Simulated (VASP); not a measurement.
A run of VASP 6.6.1:

Contents of INCAR:

```
ALGO = Normal
EDIFF = 1E-6
ENCUT = 520
GGA = PS
ISIF = 2
ISMEAR = 0
LASPH = True
LCHARG = False
LREAL = False
LWAVE = False
NBANDS = 18
NELM = 80
PREC = Accurate
SIGMA = 0.05
```

KPOINTS

```
k-points
0
Gamma
  8 8 8
```

Contents of POSCAR:

```
HfO2
1.0
    0.0000000000      2.5808254074      2.5808254074
    2.5808254074      0.0000000000      2.5808254074
    2.5808254074      2.5808254074      0.0000000000
Hf O
1 2
Direct
    0.0000000000      0.0000000000      0.0000000000
    0.2500000000      0.2500000000      0.2500000000
    0.7500000000      0.7500000000      0.7500000000
```

Potentials or basis: VASP PAW PBE potentials, release 64 (Hf_pv, O).

Run with:

```bash
$ cat potpaw_PBE.64/Hf_pv/POTCAR potpaw_PBE.64/O/POTCAR > POTCAR
$ mpirun -np 1 vasp_std > vasp.out
```

Hardware: 1 thread of Intel(R) Xeon(R) 6975P-C (Granite Rapids), on a shared host.

How long does it take, and how much memory?

Wall time 13 s on 1 thread of Intel(R) Xeon(R) 6975P-C (Granite Rapids), with other jobs on the host, peak memory 0.16 GiB. Counts: scf iterations 13, k points 29.
